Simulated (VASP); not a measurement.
# BaAu3 (Pm-3m) in VASP: density of states with PBE

Aim: the density of states of BaAu3 with PBE.

Everything below comes from runs of VASP 6.6.1. Logs are shortened: lines on timing, memory, paths and dates and some standing lists are left out, and cuts for length are marked.

### 1 The cell of the first run

The structure is cubic, space group Pm-3m (No. 221). Conventional cell: a = 4.657 Å, b = 4.657 Å, c = 4.657 Å, α = 90.00°, β = 90.00°, γ = 90.00°. Ba (site symmetry m-3m) has 12 Au at 3.29 Å within 4.3 Å. Within 4.3 Å of Au (site symmetry 4/mmm) lie 4 Ba at 3.29 Å and 8 Au at 3.29 Å.

### 2 Density of states, PBE

POSCAR reads:

```
BaAu3
1.0
    4.6566650904      0.0000000000      0.0000000000
    0.0000000000      4.6566650904      0.0000000000
    0.0000000000      0.0000000000      4.6566650904
Ba Au
1 3
Direct
    0.0000000000      0.0000000000      0.0000000000
    0.0000000000      0.5000000000      0.5000000000
    0.5000000000      0.5000000000      0.0000000000
    0.5000000000      0.0000000000      0.5000000000
```

INCAR.step1 reads:

```
SYSTEM = BaAu3
PREC = Accurate
ENCUT = 520
EDIFF = 1E-6
ISMEAR = 0
SIGMA = 0.05
LREAL = .False.
LASPH = .True.
NELM = 80
ALGO = Fast
ISIF = 2
LWAVE = .False.
LCHARG = .True.
LMAXMIX = 4
GGA = PE
NBANDS = 30
```

KPOINTS.step1 reads:

```
regular mesh
0
Gamma
  8 8 8
  0 0 0
```

INCAR.step2 reads:

```
SYSTEM = BaAu3
PREC = Accurate
ENCUT = 520
EDIFF = 1E-6
ISMEAR = -5
SIGMA = 0.05
LREAL = .False.
LASPH = .True.
NELM = 80
ALGO = Fast
ISIF = 2
LWAVE = .False.
LCHARG = .False.
LMAXMIX = 4
GGA = PE
LORBIT = 11
NEDOS = 2001
ICHARG = 11
```

KPOINTS.step2 reads:

```
regular mesh
0
Gamma
  12 12 12
  0 0 0
```

Potentials or basis: VASP PAW PBE potentials, release 64 (Ba_sv, Au).

Run with:

```sh
> cat potpaw_PBE.64/Ba_sv/POTCAR potpaw_PBE.64/Au/POTCAR > POTCAR
> cp INCAR.step1 INCAR
> cp KPOINTS.step1 KPOINTS
> mpirun -np 1 vasp_std > vasp.out
> cp INCAR.step2 INCAR
> cp KPOINTS.step2 KPOINTS
> mpirun -np 1 vasp_std > vasp.out
```

OUTCAR:

```text
SYSTEM = BaAu3
   PREC = Accurate
   ENCUT = 520
   EDIFF = 1E-6
   ISMEAR = -5
   LREAL = .False.
   LASPH = .True.
   NELM = 80
   ISIF = 2
   GGA = PE
   LORBIT = 11
   ICHARG = 11

 ion  position               nearest neighbor table
   1  0.000  0.000  0.000-   2 3.29   3 3.29   4 3.29   2 3.29   4 3.29   2 3.29   3 3.29   2 3.29
                             3 3.29   4 3.29   4 3.29   3 3.29
   2  0.000  0.500  0.500-   1 3.29   3 3.29   4 3.29   1 3.29   3 3.29   1 3.29   4 3.29   1 3.29
                             3 3.29   4 3.29   3 3.29   4 3.29
   3  0.500  0.500  0.000-   1 3.29   2 3.29   4 3.29   2 3.29   4 3.29   1 3.29   4 3.29   4 3.29
                             1 3.29   2 3.29   2 3.29   1 3.29
   4  0.500  0.000  0.500-   1 3.29   2 3.29   3 3.29   1 3.29   3 3.29   2 3.29   3 3.29   3 3.29
                             1 3.29   2 3.29   1 3.29   2 3.29

  LATTYP: Found a simple cubic cell.
 ALAT       =     4.6566650904

  Lattice vectors:

 A1 = (   4.6566650904,   0.0000000000,   0.0000000000)
 A2 = (   0.0000000000,   4.6566650904,   0.0000000000)
 A3 = (   0.0000000000,   0.0000000000,   4.6566650904)

Analysis of symmetry for initial positions (statically):
=====================================================================
 Subroutine PRICEL returns:
 Original cell was already a primitive cell.

 Routine SETGRP: Setting up the symmetry group for a
 simple cubic supercell.

 Subroutine GETGRP returns: Found 48 space group operations
 (whereof 48 operations were pure point group operations)
 out of a pool of 48 trial point group operations.

The static configuration has the point symmetry O_h .

Analysis of symmetry for dynamics (positions and initial velocities):
=====================================================================
 Subroutine PRICEL returns:
 Original cell was already a primitive cell.

 Routine SETGRP: Setting up the symmetry group for a
 simple cubic supercell.

 Subroutine GETGRP returns: Found 48 space group operations
 (whereof 48 operations were pure point group operations)
 out of a pool of 48 trial point group operations.

The dynamic configuration has the point symmetry O_h .

 Subroutine INISYM returns: Found 48 space group operations
 (whereof 48 operations are pure point group operations),
 and found     1 'primitive' translations

----------------------------------------------------------------------------------------

                                     Primitive cell

  volume of cell :     100.9776

  direct lattice vectors                    reciprocal lattice vectors
     4.656665090  0.000000000  0.000000000     0.214745957  0.000000000  0.000000000
     0.000000000  4.656665090  0.000000000     0.000000000  0.214745957  0.000000000
     0.000000000  0.000000000  4.656665090     0.000000000  0.000000000  0.214745957

  length of vectors
     4.656665090  4.656665090  4.656665090     0.214745957  0.214745957  0.214745957

  position of ions in fractional coordinates (direct lattice)
     0.000000000  0.000000000  0.000000000
     0.000000000  0.500000000  0.500000000
     0.500000000  0.500000000  0.000000000
     0.500000000  0.000000000  0.500000000

  ion indices of the primitive-cell ions
   primitive index   ion index
                 1           1
                 2           2
                 3           3
                 4           4

----------------------------------------------------------------------------------------

 KPOINTS: regular mesh

Automatic generation of k-mesh.
 Grid dimensions read from file:
 generate k-points for:   12   12   12

 Generating k-lattice:

  Cartesian coordinates                     Fractional coordinates (reciprocal lattice)
     0.017895496  0.000000000  0.000000000     0.083333333  0.000000000  0.000000000
     0.000000000  0.017895496  0.000000000     0.000000000  0.083333333  0.000000000
     0.000000000  0.000000000  0.017895496     0.000000000  0.000000000  0.083333333

  Length of vectors
     0.017895496  0.017895496  0.017895496

  Shift w.r.t. Gamma in fractional coordinates (k-lattice)
     0.000000000  0.000000000  0.000000000

 TETIRR: Found    854 inequivalent tetrahedra from    10368

 Subroutine IBZKPT returns following result:
 ===========================================

 Found     84 irreducible k-points:

 Following reciprocal coordinates:
            Coordinates               Weight
  0.000000  0.000000  0.000000      1.000000
  0.083333  0.000000  0.000000      6.000000
  0.166667  0.000000  0.000000      6.000000
  0.250000  0.000000  0.000000      6.000000
  0.333333  0.000000  0.000000      6.000000
  0.416667  0.000000  0.000000      6.000000
[... 16 lines left out ...]
  0.333333  0.333333  0.000000     12.000000
  0.416667  0.333333  0.000000     24.000000
 [... further k-points ...]
   k-points           NKPTS =     84   k-points in BZ     NKDIM =     84   number of bands    NBANDS=     25
   number of dos      NEDOS =   2001   number of ions     NIONS =      4
   total plane-waves  NPLWV =  46656
   dimension x,y,z NGX =    36 NGY =   36 NGZ =   36
   dimension x,y,z NGXF=    72 NGYF=   72 NGZF=   72
   ions per type =               1   3
   NGX,Y,Z   is equivalent  to a cutoff of  12.85, 12.85, 12.85 a.u.
   NGXF,Y,Z  is equivalent  to a cutoff of  25.70, 25.70, 25.70 a.u.
 SYSTEM =  BaAu3
   PREC   = accura    normal or accurate (medium, high low for compatibility)
   ISTART =      0    job   : 0-new  1-cont  2-samecut
   ICHARG =     11    charge: 1-file 2-atom 10-const
   ISPIN  =      1    spin polarized calculation?
   LNONCOLLINEAR =      F non collinear calculations
   LSORBIT =      F    spin-orbit coupling
   LASPH  =      T    aspherical Exc in radial PAW
   ENCUT  =  520.0 eV  38.22 Ry    6.18 a.u.   8.66  8.66  8.66*2*pi/ulx,y,z
   NELM   =     80;   NELMIN=  2; NELMDL=  0     # of ELM steps
   EDIFF  = 0.1E-05   stopping-criterion for ELM
   LREAL  =      F    real-space projection
   EDIFFG = 0.1E-04   stopping-criterion for IOM
   NSW    =      0    number of steps for IOM
   IBRION =     -1    ionic relax: 0-MD 1-quasi-New 2-CG
   NFREE  =      0    steps in history (QN), initial steepest desc. (CG)
   ISIF   =      2    stress and relaxation
   ISYM   =      2    0-nonsym 1-usesym 2-fastsym
   POTIM  = 0.5000    time-step for ionic-motion
   TEBEG  =    0.0;   TEEND  =   0.0 temperature during run
   PSTRESS=    0.0 pullay stress
   NELECT =      43.0000    total number of electrons
   NUPDOWN=      -1.0000    fix difference up-down
   EMIN   =  10.00;   EMAX   =-10.00  energy-range for DOS
   EFERMI =   0.00;   METHOD = LEGACY
   ISMEAR =    -5;   SIGMA  =   0.05  broadening in eV -4-tet -1-fermi 0-gaus
   EFERMI_NEDOS =   21; number of points for ismear=-14 and -15
   IALGO  =     68    algorithm
   IMIX   =      4    mixing-type and parameters
     AMIX     =   0.40;   BMIX     =  1.00
     AMIX_MAG =   1.60;   BMIX_MAG =  1.00
  volume/ion in A,a.u.               =      25.24       170.36
  Fermi-wavevector in a.u.,A,eV,Ry     =   1.231656  2.327492 20.639707  1.516976
  Thomas-Fermi vector in A             =   2.366457
   LORBIT       =     11    0 simple, 1 ext, 2 COOP (PROOUT), +10 PAW based schemes
   GGA     = PE    functional components
   LHFCALC =     F    Hartree Fock is set to
   AEXX    =    0.0000 exact exchange contribution
   IVDW    =     0    specifies the selected vdW correction
   LEPSILON=     F    determine dielectric tensor
   LRPA    =     F    only Hartree local field effects (RPA)
 non-spin polarized calculation
 RMM-DIIS sequential band-by-band and
 Fermi weights with tetrahedron method with Bloechl corrections
  energy-cutoff  :      520.00
  volume of cell :      100.98
 maximum number of plane-waves:      2800
 NGX is ok and might be reduce to    36

 number of electron      42.9999992 magnetization

 Free energy of the ion-electron system (eV)
  ---------------------------------------------------
  ext. energy  EPLUGINS =         0.00000000
  ---------------------------------------------------
  free energy    TOTEN  =       -12.57980804 eV

  energy without entropy =      -12.57980804  energy(sigma->0) =      -12.57980804

 E-fermi :   4.9923     XC(G=0): -10.5853

 val. band max:        5.1704400177   @ k =   0.1667   0.1667   0.1667
 cond. band min:       4.7673309802   @ k =   0.5000   0.5000   0.0833
 fundamental gap:     -0.4031090375
 Fermi energy:         4.9922969858

 k-point     1 :       0.0000    0.0000    0.0000
  band No.  band energies     occupation
      1     -22.1227      2.00000
      2      -7.4039      2.00000
      3      -7.4039      2.00000
      4      -7.4039      2.00000
      5      -1.1906      2.00000
      6       0.2339      2.00000
[... 17 lines left out ...]
     24       7.6046      0.00000
     25       7.6046      0.00000

 k-point     2 :       0.0833    0.0000    0.0000
  band No.  band energies     occupation
      1     -22.1217      2.00000
      2      -7.4327      2.00000
      3      -7.4062      2.00000
      4      -7.4062      2.00000
      5      -1.1134      2.00000
      6       0.2716      2.00000
[... 17 lines left out ...]
     24       7.5949      0.00000
     25       7.9743      0.00000

 k-point     3 :       0.1667    0.0000    0.0000
  band No.  band energies     occupation
      1     -22.1190      2.00000
      2      -7.5091      2.00000
      3      -7.4122      2.00000
      4      -7.4122      2.00000
      5      -0.8918      2.00000
      6       0.3745      2.00000
[... 17 lines left out ...]
     24       7.5260      0.00000
     25       8.5438      0.00000

 k-point     4 :       0.2500    0.0000    0.0000
  band No.  band energies     occupation
      1     -22.1153      2.00000
      2      -7.6090      2.00000
      3      -7.4205      2.00000
      4      -7.4205      2.00000
      5      -0.5514      2.00000
      6       0.5162      2.00000
[... 17 lines left out ...]
     24       7.3502      0.00000
     25       8.9920      0.00000

 k-point     5 :       0.3333    0.0000    0.0000
  band No.  band energies     occupation
      1     -22.1116      2.00000
      2      -7.7043      2.00000
      3      -7.4288      2.00000
      4      -7.4288      2.00000
      5      -0.1310      2.00000
      6       0.6667      2.00000
[... 17 lines left out ...]
     24       7.1159      0.00000
     25       8.1981      0.00000

 k-point     6 :       0.4167    0.0000    0.0000
  band No.  band energies     occupation
      1     -22.1088      2.00000
      2      -7.7714      2.00000
      3      -7.4348      2.00000
      4      -7.4348      2.00000
      5       0.2918      2.00000
      6       0.8110      2.00000
[... 17 lines left out ...]
     24       6.9249      0.00000
     25       7.6078      0.00000
[... 393 lines left out ...]
 k-point    21 :       0.4167    0.2500    0.0000
  band No.  band energies     occupation
      1     -22.1035      2.00000
      2      -7.7249      2.00000
      3      -7.5678      2.00000
      4      -7.4474      2.00000
      5       0.5905      2.00000
      6       0.9056      2.00000
[... 17 lines left out ...]
     24       7.4035      0.00000
     25       8.7469      0.00000

 k-point    22 :       0.5000    0.2500    0.0000
  band No.  band energies     occupation
      1     -22.1027      2.00000
      2      -7.7433      2.00000
      3      -7.5669      2.00000
      4      -7.4493      2.00000
      5       0.7781      2.00000
      6       0.9904      2.00000
[... 17 lines left out ...]
     24       7.3363      0.00000
     25       8.7699      0.00000

 k-point    23 :       0.3333    0.3333    0.0000
  band No.  band energies     occupation
      1     -22.1030      2.00000
      2      -7.6732      2.00000
      3      -7.6228      2.00000
      4      -7.4488      2.00000
      5       0.5111      2.00000
      6       0.8406      2.00000
[... 17 lines left out ...]
     24       7.6885      0.00000
     25       8.3328      0.00000

 k-point    24 :       0.4167    0.3333    0.0000
  band No.  band energies     occupation
      1     -22.1009      2.00000
      2      -7.7016      2.00000
      3      -7.6311      2.00000
      4      -7.4536      2.00000
      5       0.7424      2.00000
      6       0.9799      2.00000
[... 17 lines left out ...]
     24       7.6398      0.00000
     25       8.2427      0.00000

 [... further k-points ...]
[... 5 lines left out ...]
  --------------------------------------------------------------------------------------
  -------------------------------------------------------------------------------------
  Total        0.8642428      0.8642428      0.8642428      0.0000000     -0.0000000      0.0000000
  in kB       13.7126491     13.7126491     13.7126491      0.0000000     -0.0000000      0.0000000
  external PRESSURE =      13.7126491 kB  Pullay stress =       0.0000000 kB

 VOLUME and BASIS-vectors are now :
 -----------------------------------------------------------------------------
  energy-cutoff  :      520.00
  volume of cell :      100.98
      direct lattice vectors                 reciprocal lattice vectors
     4.656665090  0.000000000  0.000000000     0.214745957  0.000000000  0.000000000
     0.000000000  4.656665090  0.000000000     0.000000000  0.214745957  0.000000000
     0.000000000  0.000000000  4.656665090     0.000000000  0.000000000  0.214745957

 POSITION                                       TOTAL-FORCE (eV/Angst)
 -----------------------------------------------------------------------------------
      0.00000      0.00000      0.00000         0.000000      0.000000      0.000000
      0.00000      2.32833      2.32833         0.000000      0.000000      0.000000
      2.32833      2.32833      0.00000         0.000000      0.000000      0.000000
      2.32833      0.00000      2.32833         0.000000      0.000000      0.000000
 -----------------------------------------------------------------------------------
    total drift:                                0.000000      0.000000      0.000000

  FREE ENERGIE OF THE ION-ELECTRON SYSTEM (eV)
  ---------------------------------------------------
  free  energy   TOTEN  =       -12.5798080412 eV

  energy  without entropy=      -12.5798080412  energy(sigma->0) =      -12.57980804

 total charge

# of ion       s       p       d       tot
------------------------------------------
    1        2.033   5.587   0.371   7.992
    2        0.678   0.137   8.768   9.582
    3        0.678   0.137   8.768   9.582
    4        0.678   0.137   8.768   9.582
--------------------------------------------------
tot          4.066   5.999  26.674  36.739
```

Run time: 2.2 min. Hardware: 1 thread of Intel Xeon Platinum 8488C (Sapphire Rapids), shared host; peak memory 0.34 GiB.

What came out:

```
Valence electrons inside the program's atomic spheres : Ba 7.99; Au 9.58
```

Caveat: spin-orbit coupling is left out, which moves the levels of the heavy elements; tetrahedron occupations give inexact forces and stress in metals.
